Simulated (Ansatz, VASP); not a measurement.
LiMo16: VASP beside Ansatz

```
CELL_PARAMETERS angstrom
6.30000 0.00000 0.00000
0.00000 6.30000 0.00000
0.00000 0.00000 6.30000
ATOMIC_POSITIONS crystal
Mo 0.99241 0.01467 0.99991
Mo 0.50736 0.01470 0.00040
Mo 0.99258 0.49984 0.00035
Mo 0.98840 0.01863 0.49986
Mo 0.24990 0.25740 0.24758
Mo 0.50700 0.49998 0.99983
Mo 0.51120 0.01872 0.50032
Mo 0.74982 0.25721 0.25046
Mo 0.98821 0.49575 0.50033
Mo 0.24991 0.75701 0.31286
Mo 0.24982 0.25711 0.75293
Mo 0.51140 0.49566 0.50006
Mo 0.74970 0.75708 0.24761
Mo 0.74982 0.25724 0.75013
Mo 0.24972 0.75718 0.68801
Mo 0.74985 0.75725 0.75292
Li 0.24982 0.75765 0.00052
```

Alike in both runs: functional PBE; k mesh 3 × 3 × 3; occupations gaussian, width 0.05 eV; no spin polarisation.

Ansatz relaxed the structure, and its values are those at the end. VASP's run is a single point on that final structure, the one shown.

|  | VASP | Ansatz |
| --- | --- | --- |
| version | VASP 6.6.1 | Ansatz 0.2.0 |
| potentials or method | VASP PAW PBE potentials, release 64 (Mo_sv, Li_sv), cutoff 520 eV | scalar-relativistic, plane waves, PAW |
| valence electrons in the cell | 227 | 227 |

VASP gave:

* rms of the force components (eV/Å): 0.009

Estimate Ansatz's values.

rms of the force components (eV/Å): 0.007.

The functional is the same, so the differences come from potentials, cutoffs and numerics.

Noted on VASP's run: the cutoff is under 1.25 times that of the potentials, so the pressure is a little rough.
